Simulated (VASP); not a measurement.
Set up this calculation in VASP 6.6.1, as the native input.

| Quantity | Value |
| --- | --- |
| Task | single point |
| Functional | PBE |
| Potentials or basis | VASP PAW PBE potentials, release 64 (Al, Bi_d, O) |
| Cutoff | 520 eV |
| k mesh | 10 × 10 × 10 |
| Occupations | gaussian, width 0.1 eV |
| Spin | no spin polarisation |
| Dipole correction | no |
| Further INCAR settings | ALGO = Normal; EDIFF = 1e-06; NBANDS = 30 |

The structure of AlBiO4 lies in POSCAR:

```
AlBiO4
1.0
    4.3377111266      0.0000000000      0.0000000000
    0.0000000000      4.3377111266      0.0000000000
    0.0000000000      0.0000000000      4.3377111266
Al Bi O
1 1 4
Direct
    0.0000000000      0.0000000000      0.0000000000
    0.5000000000      0.5000000000      0.5000000000
    0.2346313914      0.2346313914      0.2346313914
    0.7653686086      0.7653686086      0.2346313914
    0.7653686086      0.2346313914      0.7653686086
    0.2346313914      0.7653686086      0.7653686086
```

The cell was generated, and may not be a known phase.

One way to write it, as run:

INCAR

```
PREC = Accurate ; ENCUT = 520
EDIFF = 1E-6 ; ISMEAR = 0
SIGMA = 0.1 ; LREAL = F
LASPH = T ; NELM = 60
ALGO = Normal ; ISIF = 2
LWAVE = F ; LCHARG = F
GGA = PE ; NBANDS = 30
```

KPOINTS

```
Automatic mesh
0
Gamma
  10 10 10
```

Potentials or basis: VASP PAW PBE potentials, release 64 (Al, Bi_d, O).

Run with:

```console
$ cat potpaw_PBE.64/Al/POTCAR potpaw_PBE.64/Bi_d/POTCAR potpaw_PBE.64/O/POTCAR > POTCAR
$ mpirun -np 1 vasp_std > vasp.out
```

Results of the run:

```
Pressure               : 0.2 GPa
Largest force          : 0.069 eV/Å
Band gap on the k mesh : zero (bands 21 and 22 overlap by 0.35 eV)
```

Caveat: spin-orbit coupling is left out, which moves the levels of the heavy elements.

It took 33 s on 1 thread of Intel(R) Xeon(R) 6975P-C (Granite Rapids) (shared host), peak memory 0.25 GiB.
